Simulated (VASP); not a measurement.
Here is a VASP 6.6.1 calculation.

INCAR

```
  PREC = Accurate
  ENCUT = 520
  EDIFF = 1E-6
  ISMEAR = 0
  SIGMA = 0.05
  LREAL = F
  LASPH = T
  NELM = 100
  ALGO = Normal
  ISIF = 2
  LWAVE = F
  LCHARG = F
  GGA = PE
  NBANDS = 46
```

The input KPOINTS:

```
Automatic mesh
0
Gamma
  4 4 8
```

File POSCAR:

```
Zn4HO4
1.0
    5.6098780345      0.0000000000      0.0000000000
    0.0000000000      5.6098780345      0.0000000000
    0.0000000000      0.0000000000      3.2790255992
Zn O H
4 4 1
Direct
    0.1816262562      0.1816262562      0.5000000000
    0.8183737438      0.8183737438      0.5000000000
    0.6816262562      0.3183737438      0.0000000000
    0.3183737438      0.6816262562      0.0000000000
    0.8184651117      0.1815348883      0.5000000000
    0.1815348883      0.8184651117      0.5000000000
    0.6815348883      0.6815348883      0.0000000000
    0.3184651117      0.3184651117      0.0000000000
    0.9999176225      0.3183737438      0.0000000000
```

Potentials or basis: VASP PAW PBE potentials, release 64 (Zn, O, H).

The run is started by

```bash
$ cat potpaw_PBE.64/Zn/POTCAR potpaw_PBE.64/O/POTCAR potpaw_PBE.64/H/POTCAR > POTCAR
$ mpirun -np 1 vasp_std > vasp.out
```

**Question.** Predict the pressure.

**Answer.** 5.1 GPa.

**Question.** What does it give for the band gap on the k mesh?

**Answer.** Zero (an odd number of electrons rules out a gap without spin polarisation).

**Question.** Predict the largest force.

**Answer.** 0.855 eV/Å.

Stress tensor (GPa, compression positive):
```
4.23 0.05 0.00
0.05 3.56 0.00
0.00 0.00 7.40
```

Caveat: an odd number of electrons without spin polarisation forces a metal; a magnetic or distorted state may lie lower.
